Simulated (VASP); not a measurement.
A run of VASP 6.6.1 is set up as follows.

File INCAR:

```
PREC = Accurate ; ENCUT = 520
EDIFF = 1E-6 ; ISMEAR = 0
SIGMA = 0.1 ; LREAL = Auto
LASPH = True ; NELM = 60
ALGO = Normal ; ISIF = 2
LWAVE = False ; LCHARG = True
GGA = PS ; LELF = True
LVHAR = True ; ISYM = 0
NBANDS = 46
```

Contents of KPOINTS:

```
Automatic mesh
0
Gamma
  2 2 2
  0.5 0.5 0.5
```

Contents of POSCAR:

```
SiC
1.0
    0.0000000000      4.3480000000      4.3480000000
    4.3480000000      0.0000000000      4.3480000000
    4.3480000000      4.3480000000      0.0000000000
Si C
8 8
Direct
    0.0000000000      0.0000000000      0.0000000000
    0.0000000000      0.0000000000      0.5000000000
    0.0000000000      0.5000000000      0.0000000000
    0.0000000000      0.5000000000      0.5000000000
    0.5000000000      0.0000000000      0.0000000000
    0.5000000000      0.0000000000      0.5000000000
    0.5000000000      0.5000000000      0.0000000000
    0.5000000000      0.5000000000      0.5000000000
    0.3750000000      0.3750000000      0.3750000000
    0.3750000000      0.3750000000      0.8750000000
    0.3750000000      0.8750000000      0.3750000000
    0.3750000000      0.8750000000      0.8750000000
    0.8750000000      0.3750000000      0.3750000000
    0.8750000000      0.3750000000      0.8750000000
    0.8750000000      0.8750000000      0.3750000000
    0.8750000000      0.8750000000      0.8750000000
```

Potentials or basis: VASP PAW PBE potentials, release 64 (Si, C).

The run is started by

```sh
$ cat potpaw_PBE.64/Si/POTCAR potpaw_PBE.64/C/POTCAR > POTCAR
$ mpirun -np 1 vasp_std > vasp.out
```

(1) Predict the band gap on the k mesh.

(2) What does it give for the pressure?

## Answers

(1) 2.35 eV.

(2) 1.7 GPa.

Caveat: the k points lie up to 0.63 Å⁻¹ apart; the PAW data sets were made with another functional, which shifts forces and pressure a little; a shifted mesh leaves out Γ, where band edges can lie.
